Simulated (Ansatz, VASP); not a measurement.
Two plane-wave programs on ZrS

```xyz
2
Lattice="0.1108 2.7710 2.7710 2.7710 0.1108 2.7710 2.7710 2.7710 0.1108" Properties=species:S:1:pos:R:3 pbc="T T T"
Zr    0.0000    0.0000    0.0000
S     2.8264    2.8264    2.8264
```

Alike in both runs: task single point; functional PBEsol; k mesh 16 × 16 × 16; occupations gaussian, width 0.15 eV; no spin polarisation.

```csv
,VASP,Ansatz
version,VASP 6.6.1,Ansatz 0.2.0
potentials or method,"VASP PAW PBE potentials, release 64 (Zr_sv, S), cutoff 520 eV","scalar-relativistic, plane waves, PAW"
valence electrons in the cell,18,18
```

VASP gave:

| Item | Value |
| --- | --- |
| gap on the k mesh at the Fermi level (eV) | none |
| pressure (GPa) | -15.6 |
| traceless stress, the component that is largest in VASP (GPa) | -0.75 |

Q: Which values does Ansatz return?

A: gap on the k mesh at the Fermi level (eV): none; pressure (GPa): -15.7; traceless stress, the component that is largest in VASP (GPa): -0.77.

VASP's potentials were made for PBE, not for PBEsol, and Ansatz warns of the same on its side. A gap of «none» marks a metal or a gap that the smearing closes.
